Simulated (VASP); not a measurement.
Set up this calculation in VASP 6.6.1, as the native input.

| Quantity | Value |
| --- | --- |
| Task | single point |
| Functional | PBE |
| Potentials or basis | VASP PAW PBE potentials, release 64 (Rb_sv) |
| Cutoff | 520 eV |
| k mesh | 8 × 8 × 2 |
| Occupations | fermi-dirac, width 0.08 eV |
| Spin | no spin polarisation |
| Dipole correction | no |
| Further INCAR settings | ALGO = Normal; EDIFF = 1e-06; NBANDS = 26 |

The structure of Rb lies in POSCAR:

```
Rb
1.0
    4.6866926295      0.0000000000      0.0000000000
   -2.3433463148      4.0587948769      0.0000000000
    0.0000000000      0.0000000000     15.2317510459
Rb
4
Direct
    0.0000000000      0.0000000000      0.0000000000
    0.0000000000      0.0000000000      0.5000000000
    0.3333333333      0.6666666667      0.2500000000
    0.6666666667      0.3333333333      0.7500000000
```

This isn't the form of Rb at room conditions, which is bcc.

The input as run:

INCAR

```
ALGO = Normal
EDIFF = 1E-6
ENCUT = 520
GGA = PE
ISIF = 2
ISMEAR = -1
LASPH = T
LCHARG = F
LREAL = F
LWAVE = F
NBANDS = 26
NELM = 60
PREC = Accurate
SIGMA = 0.08
```

KPOINTS

```
k-points
0
Gamma
  8 8 2
```

Potentials or basis: VASP PAW PBE potentials, release 64 (Rb_sv).

Launch:

```sh
$ cat potpaw_PBE.64/Rb_sv/POTCAR > POTCAR
$ mpirun -np 1 vasp_std > vasp.out
```

It gave:

The pressure is 1.0 GPa. The band gap on the k mesh is zero (bands 18 and 19 overlap by 2.11 eV).

Wall time 72 s on 1 thread of Intel(R) Xeon(R) 6975P-C (Granite Rapids) (shared host), peak memory 0.44 GiB.
